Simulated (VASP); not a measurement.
CdS:

```
CELL_PARAMETERS angstrom
0.00000 2.93921 3.05678
2.93921 0.00000 3.05678
2.93921 2.93921 0.00000
ATOMIC_POSITIONS crystal
Cd 0.00000 0.00000 0.00000
S 0.25000 0.25000 0.25000
```

This cell differs from its parent crystal: uniaxial z strain +4.0%.

Base run:

| Quantity | Value |
| --- | --- |
| Program | VASP 6.6.1 |
| Functional | r2SCAN |
| Potentials or basis | VASP PAW PBE potentials, release 64 (Cd, S) |
| Cutoff | 520 eV |
| k mesh | 8 × 8 × 8 |
| Occupations | gaussian, width 0.01 eV |
| Spin | no spin polarisation |

Its results: band gap on the k mesh 1.40 eV; pressure -2.0 GPa.

The run is repeated on the same cell with these changes: functional from r2SCAN to PBE; cutoff from 520 eV to 500 eV; k mesh from 8 × 8 × 8 to 4 × 4 × 4. What comes out?

Band gap on the k mesh 0.95 eV; pressure -0.4 GPa.

Several settings changed at once.

Caveats: some runs use coarse meshes; the PAW data sets were made with another functional, which shifts forces and pressure a little (at least some runs).

